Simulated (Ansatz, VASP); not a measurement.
# One calculation of BN, two programs

```
CELL_PARAMETERS angstrom
0.00000 1.80284 1.80284
1.80284 0.00000 1.80284
1.80284 1.80284 0.00000
ATOMIC_POSITIONS crystal
B 0.00000 0.00000 0.00000
N 0.25000 0.25000 0.25000
```

Alike in both runs: functional PBEsol; k mesh 12 × 12 × 12; occupations gaussian, width 0.02 eV; no spin polarisation.

Ansatz relaxed the structure, and its values are those at the end. VASP's run is a single point on that final structure, the one shown.

|  | VASP | Ansatz |
| --- | --- | --- |
| version | VASP 6.6.1 | Ansatz 0.2.0 |
| potentials or method | VASP PAW PBE potentials, release 64 (B, N), cutoff 600 eV | scalar-relativistic, plane waves, PAW |
| valence electrons in the cell | 8 | 8 |

|  | VASP | Ansatz | Ansatz less VASP |
| --- | --- | --- | --- |
| gap on the k mesh at the Fermi level (eV) | 4.28 | 4.30 | +0.013 |
| least direct gap on the mesh (eV) | 8.80 | 8.81 | +0.009 |
| pressure (GPa) | 0.3 | 0.0 | -0.33 |

VASP's potentials were made for PBE, not for PBEsol.
